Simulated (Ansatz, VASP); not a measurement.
## As: VASP beside Ansatz

The input INCAR:

```
PREC = Accurate
ENCUT = 520
EDIFF = 1E-6
ISMEAR = -1
SIGMA = 0.1
LREAL = False
LASPH = True
NELM = 80
ALGO = Normal
ISIF = 2
LWAVE = False
LCHARG = True
GGA = RE
LELF = True
LVHAR = True
NBANDS = 12
```

KPOINTS

```
regular mesh
0
Gamma
  13 13 8
```

POSCAR

```
As
1.0
    3.0923350802      0.0000000000      0.0000000000
   -1.5461675401      2.6780407365      0.0000000000
    0.0000000000      0.0000000000      4.7155507160
As
2
Direct
    0.3333333333      0.6666666667      0.2500000000
    0.6666666667      0.3333333333      0.7500000000
```

Input for Ansatz:

```yaml
crystal:
  lattice:
    - [3.0923350802, 0.0, 0.0]
    - [-1.5461675401, 2.6780407365, 0.0]
    - [0.0, 0.0, 4.715550716]
  atoms:
    - { symbol: As, position: [0.3333333333, 0.6666666667, 0.25] }
    - { symbol: As, position: [0.6666666667, 0.3333333333, 0.75] }
hamiltonian:
  xc: revpbe
  pseudopotentials:
    kind: paw
    azcp:
      As: "pseudopotentials/As.paw.azcp"
basis:
  ecutwfc: 420
  fft_grid_basis: typed
kpoints:
  mp_grid: { grid: [13, 13, 8], shift: [0, 0, 0] }
magnetization:
  spin_polarized: false
scf:
  occupations: { method: fermi_dirac, width: 0.1 }
  lower_state_search: "off"
output:
  stress: true
```

Alike in both runs: task single point; functional revPBE; k mesh 13 × 13 × 8; occupations fermi-dirac, width 0.1 eV; no spin polarisation.

```csv
,VASP,Ansatz
version,VASP 6.6.1,Ansatz 0.2.0
potentials or method,"VASP PAW PBE potentials, release 64 (As), cutoff 520 eV","plane waves (420 eV) with PAW, scalar-relativistic"
valence electrons in the cell,10,30
```

Ansatz gave:

| Property | Result |
| --- | --- |
| pressure (GPa) | 0.3 |
| traceless stress, the component that is largest in VASP (GPa) | 0.63 |

Estimate VASP's values.

pressure (GPa): 0.3; traceless stress, the component that is largest in VASP (GPa): 0.64.

VASP's potentials were made for PBE, not for revPBE. VASP's potentials hold 10 valence electrons a cell and Ansatz's 30, so a difference there can come from the potentials and not from the codes.
